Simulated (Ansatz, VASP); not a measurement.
**One calculation of ZrB, two programs**

```
Zr B
1.0
     0.01744    2.32500    2.32500
     2.34244    0.00000    2.34244
     2.32500    2.32500    0.01744
Zr B
1 1
Direct
  0.00000 0.00000 0.00000
  0.50000 0.50000 0.50000
```

Change from the starting cell: strain +0.0150 x Voigt [0, 0, 0, 0, 1, 0], atoms carried along.

Alike in both runs: task single point; functional PBEsol; k mesh 18 × 18 × 18; occupations gaussian, width 0.15 eV; no spin polarisation.

|  | VASP | Ansatz |
| --- | --- | --- |
| version | VASP 6.6.1 | Ansatz 0.2.0 |
| potentials or method | VASP PAW PBE potentials, release 64 (Zr_sv, B), cutoff 520 eV | scalar-relativistic, plane waves, PAW |
| valence electrons in the cell | 15 | 15 |

Ansatz gave:

| Property | Result |
| --- | --- |
| gap on the k mesh at the Fermi level (eV) | none |
| pressure (GPa) | 29.4 |
| traceless stress, the component that is largest in VASP (GPa) | -0.86 |

What did VASP give for the same quantities?

gap on the k mesh at the Fermi level (eV): none; pressure (GPa): 29.7; traceless stress, the component that is largest in VASP (GPa): -0.85.

VASP's potentials were made for PBE, not for PBEsol. A gap of «none» marks a metal or a gap that the smearing closes. Both programs put the cell under a high pressure, so it lies far from rest at this level.
